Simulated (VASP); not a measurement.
A run of VASP 6.6.1 is set up as follows.

Contents of INCAR:

```
ALGO = Normal ; EDIFF = 1E-6
ENCUT = 520 ; GGA = PE
ISIF = 2 ; ISMEAR = 0
ISPIN = 2 ; LASPH = True
LCHARG = False ; LMAXMIX = 4
LORBIT = 11 ; LREAL = False
LWAVE = False ; MAGMOM = 0.5
NBANDS = 14 ; NELM = 150
PREC = Accurate ; SIGMA = 0.05
```

File KPOINTS:

```
k-points
0
Gamma
  20 20 20
```

POSCAR

```
Co
1.0
    0.0000000000      1.7600388120      1.7600388120
    1.7600388120      0.0000000000      1.7600388120
    1.7600388120      1.7600388120      0.0000000000
Co
1
Direct
    0.0000000000      0.0000000000      0.0000000000
```

Potentials or basis: VASP PAW PBE potentials, release 64 (Co).

Command:

```console
$ cat potpaw_PBE.64/Co/POTCAR > POTCAR
$ mpirun -np 1 vasp_std > vasp.out
```

(1) Predict the net moment.

(2) What does it give for the pressure?

## Answers

(1) 0.00 μB per cell.

(2) -13.2 GPa.

Caveat: the cell stands under tension.
